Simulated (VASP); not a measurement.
# CdCu4I (F-43m) in VASP: single point with PBE

Aim: the single point of CdCu4I with PBE.

Everything below comes from runs of VASP 6.6.1. Logs are shortened: lines on timing, memory, paths and dates and some standing lists are left out, and cuts for length are marked.

## (1) The cell of the first run

It takes space group F-43m (No. 216, cubic). Conventional cell: a = 7.580 Å, b = 7.580 Å, c = 7.580 Å, α = 90.00°, β = 90.00°, γ = 90.00°. Cu (site symmetry 3m) has 6 Cu at 2.66 to 2.70 Å and 3 Cd at 3.14 Å and 3 I at 3.14 Å within 3.5 Å. Cd (site symmetry -43m) has 12 Cu at 3.14 Å and 4 I at 3.28 Å within 4.1 Å. I (site symmetry -43m) has 12 Cu at 3.14 Å and 4 Cd at 3.28 Å within 4.1 Å.

## (2) Single point, PBE

Contents of INCAR:

```
  PREC = Accurate
  ENCUT = 520
  EDIFF = 1E-6
  ISMEAR = -1
  SIGMA = 0.1
  LREAL = False
  LASPH = True
  NELM = 80
  ALGO = Normal
  ISIF = 2
  LWAVE = False
  LCHARG = True
  GGA = PE
  LELF = True
  LVHAR = True
  NBANDS = 40
```

Contents of KPOINTS:

```
Automatic mesh
0
Gamma
  8 8 8
```

Contents of POSCAR:

```
CdCu4I
1.0
    0.0000000000      3.7898980000      3.7898980000
    3.7898980000      0.0000000000      3.7898980000
    3.7898980000      3.7898980000      0.0000000000
Cu Cd I
4 1 1
Direct
    0.3742300000      0.3742300000      0.3742300000
    0.8773100000      0.3742300000      0.3742300000
    0.3742300000      0.3742300000      0.8773100000
    0.3742300000      0.8773100000      0.3742300000
    0.0000000000      0.0000000000      0.0000000000
    0.7500000000      0.7500000000      0.7500000000
```

Potentials or basis: VASP PAW PBE potentials, release 64 (Cu, Cd, I).

Started as:

```console
cat potpaw_PBE.64/Cu/POTCAR potpaw_PBE.64/Cd/POTCAR potpaw_PBE.64/I/POTCAR > POTCAR
mpirun -np 1 vasp_std > vasp.out
```

OUTCAR:

```text
PREC = Accurate
   ENCUT = 520
   EDIFF = 1E-6
   ISMEAR = -1
   LREAL = False
   LASPH = True
   NELM = 80
   ISIF = 2
   GGA = PE

 ion  position               nearest neighbor table
   1  0.374  0.374  0.374-   2 2.66   3 2.66   4 2.66   2 2.70   4 2.70   3 2.70   5 3.14   5 3.14
                             5 3.14   6 3.14   6 3.14   6 3.14
   2  0.877  0.374  0.374-   1 2.66   3 2.66   4 2.66   4 2.70   3 2.70   1 2.70   5 3.14   5 3.14
                             5 3.14   6 3.14   6 3.14   6 3.14
   3  0.374  0.374  0.877-   1 2.66   2 2.66   4 2.66   4 2.70   2 2.70   1 2.70   5 3.14   5 3.14
                             5 3.14   6 3.14   6 3.14   6 3.14
   4  0.374  0.877  0.374-   1 2.66   2 2.66   3 2.66   2 2.70   3 2.70   1 2.70   5 3.14   5 3.14
                             5 3.14   6 3.14   6 3.14   6 3.14
   5  0.000  0.000  0.000-   2 3.14   3 3.14   4 3.14   1 3.14   1 3.14   1 3.14   2 3.14   2 3.14
                             3 3.14   4 3.14   3 3.14   4 3.14   6 3.28   6 3.28   6 3.28   6 3.28
   6  0.750  0.750  0.750-   3 3.14   4 3.14   2 3.14   3 3.14   2 3.14   4 3.14   1 3.14   1 3.14
                             1 3.14   2 3.14   3 3.14   4 3.14   5 3.28   5 3.28   5 3.28   5 3.28

  LATTYP: Found a face centered cubic cell.
 ALAT       =     7.5797960000

  Lattice vectors:

 A1 = (   0.0000000000,   3.7898980000,   3.7898980000)
 A2 = (   3.7898980000,   0.0000000000,   3.7898980000)
 A3 = (   3.7898980000,   3.7898980000,   0.0000000000)

Analysis of symmetry for initial positions (statically):
=====================================================================
 Subroutine PRICEL returns:
 Original cell was already a primitive cell.

 Routine SETGRP: Setting up the symmetry group for a
 face centered cubic supercell.

 Subroutine GETGRP returns: Found 24 space group operations
 (whereof 24 operations were pure point group operations)
 out of a pool of 48 trial point group operations.

The static configuration has the point symmetry T_d .

Analysis of symmetry for dynamics (positions and initial velocities):
=====================================================================
 Subroutine PRICEL returns:
 Original cell was already a primitive cell.

 Routine SETGRP: Setting up the symmetry group for a
 face centered cubic supercell.

 Subroutine GETGRP returns: Found 24 space group operations
 (whereof 24 operations were pure point group operations)
 out of a pool of 48 trial point group operations.

The dynamic configuration has the point symmetry T_d .

[... 103 lines left out ...]
   LASPH  =      T    aspherical Exc in radial PAW
   ENCUT  =  520.0 eV  38.22 Ry    6.18 a.u.   9.97  9.97  9.97*2*pi/ulx,y,z
   NELM   =     80;   NELMIN=  2; NELMDL= -5     # of ELM steps
   EDIFF  = 0.1E-05   stopping-criterion for ELM
   LREAL  =      F    real-space projection
   EDIFFG = 0.1E-04   stopping-criterion for IOM
   NSW    =      0    number of steps for IOM
   IBRION =     -1    ionic relax: 0-MD 1-quasi-New 2-CG
   NFREE  =      0    steps in history (QN), initial steepest desc. (CG)
   ISIF   =      2    stress and relaxation
   ISYM   =      2    0-nonsym 1-usesym 2-fastsym
   POTIM  = 0.5000    time-step for ionic-motion
   TEBEG  =    0.0;   TEEND  =   0.0 temperature during run
   PSTRESS=    0.0 pullay stress
   NELECT =      63.0000    total number of electrons
   NUPDOWN=      -1.0000    fix difference up-down
   EMIN   =  10.00;   EMAX   =-10.00  energy-range for DOS
   EFERMI =   0.00;   METHOD = LEGACY
   ISMEAR =    -1;   SIGMA  =   0.10  broadening in eV -4-tet -1-fermi 0-gaus
   EFERMI_NEDOS =   21; number of points for ismear=-14 and -15
   IALGO  =     38    algorithm
   IMIX   =      4    mixing-type and parameters
     AMIX     =   0.40;   BMIX     =  1.00
     AMIX_MAG =   1.60;   BMIX_MAG =  1.00
  volume/ion in A,a.u.               =      18.15       122.45
  Fermi-wavevector in a.u.,A,eV,Ry     =   1.364219  2.578000 25.321722  1.861094
  Thomas-Fermi vector in A             =   2.490554
   LORBIT       =      0    0 simple, 1 ext, 2 COOP (PROOUT), +10 PAW based schemes
   GGA     = PE    functional components
   LHFCALC =     F    Hartree Fock is set to
   AEXX    =    0.0000 exact exchange contribution
   IVDW    =     0    specifies the selected vdW correction
   LEPSILON=     F    determine dielectric tensor
   LRPA    =     F    only Hartree local field effects (RPA)
 non-spin polarized calculation
  energy-cutoff  :      520.00
  volume of cell :      108.87
 maximum number of plane-waves:      2954
   NGX = 19   NGY = 19   NGZ = 19

 number of electron      63.0000041 magnetization

 Free energy of the ion-electron system (eV)
  ---------------------------------------------------
  ext. energy  EPLUGINS =         0.00000000
  ---------------------------------------------------
  free energy    TOTEN  =       -15.25125195 eV

  energy without entropy =      -15.18371508  energy(sigma->0) =      -15.21748352

 E-fermi :   5.7228     XC(G=0): -11.0450

 val. band max:        5.7086061620   @ k =  -0.2500   0.3750   0.1250
 cond. band min:       5.7228959693   @ k =  -0.2500   0.1250   0.0000
 fundamental gap:      0.0142898073
 Fermi energy:         5.7227739336

 k-point     1 :       0.0000    0.0000    0.0000
  band No.  band energies     occupation
      1      -8.5575      2.00000
      2      -2.9074      2.00000
      3      -2.9074      2.00000
      4      -2.9074      2.00000
      5      -2.8133      2.00000
      6      -2.8133      2.00000
[... 1021 lines left out ...]
     39      11.6584      0.00000
     40      13.0543      0.00000

 [... further k-points ...]
[... 5 lines left out ...]
  --------------------------------------------------------------------------------------
  -------------------------------------------------------------------------------------
  Total       -3.1122255     -3.1122255     -3.1122255      0.0000000     -0.0000000      0.0000000
  in kB      -45.8003799    -45.8003799    -45.8003799      0.0000000     -0.0000000      0.0000000
  external PRESSURE =     -45.8003799 kB  Pullay stress =       0.0000000 kB

 VOLUME and BASIS-vectors are now :
 -----------------------------------------------------------------------------
  energy-cutoff  :      520.00
  volume of cell :      108.87
      direct lattice vectors                 reciprocal lattice vectors
     0.000000000  3.789898000  3.789898000    -0.131929672  0.131929672  0.131929672
     3.789898000  0.000000000  3.789898000     0.131929672 -0.131929672  0.131929672
     3.789898000  3.789898000  0.000000000     0.131929672  0.131929672 -0.131929672

 POSITION                                       TOTAL-FORCE (eV/Angst)
 -----------------------------------------------------------------------------------
      2.83659      2.83659      2.83659        -0.014255     -0.014255     -0.014255
      2.83659      4.74321      4.74321        -0.014255      0.014255      0.014255
      4.74321      4.74321      2.83659         0.014255      0.014255     -0.014255
      4.74321      2.83659      4.74321         0.014255     -0.014255      0.014255
      0.00000      0.00000      0.00000         0.000000      0.000000      0.000000
      5.68485      5.68485      5.68485         0.000000      0.000000      0.000000
 -----------------------------------------------------------------------------------
    total drift:                               -0.000001     -0.000001     -0.000002

  FREE ENERGIE OF THE ION-ELECTRON SYSTEM (eV)
  ---------------------------------------------------
  free  energy   TOTEN  =       -15.2512519522 eV

  energy  without entropy=      -15.1837150779  energy(sigma->0) =      -15.21748352
```

stdout:

```text
POSCAR found type information on POSCAR CuCdI
 POSCAR found :  3 types and       6 ions
 scaLAPACK will be used
 LDA part: xc-table for (Slater+PW92), standard interpolation
 POSCAR, INCAR and KPOINTS ok, starting setup
 FFT: planning ... GRIDC
 FFT: planning ... GRID_SOFT
 FFT: planning ... GRID
 WAVECAR not read
 entering main loop
```

Run time: 1.9 min. Hardware: 1 thread of AMD EPYC 7R13 (Zen 3), shared host; peak memory 0.27 GiB.

Results:

| Property | Result |
| --- | --- |
| Free energy | -15.2513 eV |
| Pressure | -4.6 GPa |
| Largest force | 0.025 eV/Å |

Forces on the atoms (eV/Å):
```
Cu  -0.014 -0.014 -0.014
Cu  -0.014  0.014  0.014
Cu   0.014  0.014 -0.014
Cu   0.014 -0.014  0.014
Cd   0.000  0.000  0.000
I    0.000  0.000  0.000
```

Caveat: spin-orbit coupling is left out, which moves the levels of the heavy elements; an odd number of electrons without spin polarisation forces a metal; a magnetic or distorted state may lie lower.
